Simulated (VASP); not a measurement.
A run of VASP 6.6.1 is set up as follows.

File INCAR:

```
  PREC = Accurate
  ENCUT = 520
  EDIFF = 1E-6
  ISMEAR = 0
  SIGMA = 0.01
  LREAL = False
  LASPH = True
  NELM = 100
  ALGO = Normal
  ISIF = 2
  LWAVE = False
  LCHARG = False
  GGA = PE
  NBANDS = 46
```

File KPOINTS:

```
Automatic mesh
0
Gamma
  6 6 6
```

Contents of POSCAR:

```
In3GaP4
1.0
   -2.8930619994      2.8930619994      5.7770571490
    2.8930619994     -2.8930619994      5.7770571490
    2.8930619994      2.8930619994     -5.7770571490
Ga P In
1 4 3
Direct
    0.0000000000      0.0000000000      0.0000000000
    0.3563799063      0.3563799063      0.4733745763
    0.1169946699      0.6436200937      0.0000000000
    0.8830053301      0.8830053301      0.5266254237
    0.6436200937      0.1169946699      0.0000000000
    0.7500000000      0.2500000000      0.5000000000
    0.5000000000      0.5000000000      0.0000000000
    0.2500000000      0.7500000000      0.5000000000
```

Potentials or basis: VASP PAW PBE potentials, release 64 (Ga_d, P, In_d).

Command:

```sh
$ cat potpaw_PBE.64/Ga_d/POTCAR potpaw_PBE.64/P/POTCAR potpaw_PBE.64/In_d/POTCAR > POTCAR
$ mpirun -np 1 vasp_std > vasp.out
```

Question: Estimate the largest force.

Answer: 0.016 eV/Å.

Question: Estimate the band gap on the k mesh.

Answer: 0.82 eV.

Question: What does it give for the pressure?

Answer: 2.1 GPa.

Forces in eV/Å, atoms in the order of the input:
```
Ga   0.000  0.000  0.000
P   -0.007 -0.007 -0.012
P    0.007 -0.007  0.012
P    0.007  0.007 -0.012
P   -0.007  0.007  0.012
In   0.000  0.000  0.000
In   0.000  0.000  0.000
In   0.000  0.000  0.000
```

Caveat: spin-orbit coupling is left out, which moves the levels of the heavy elements.
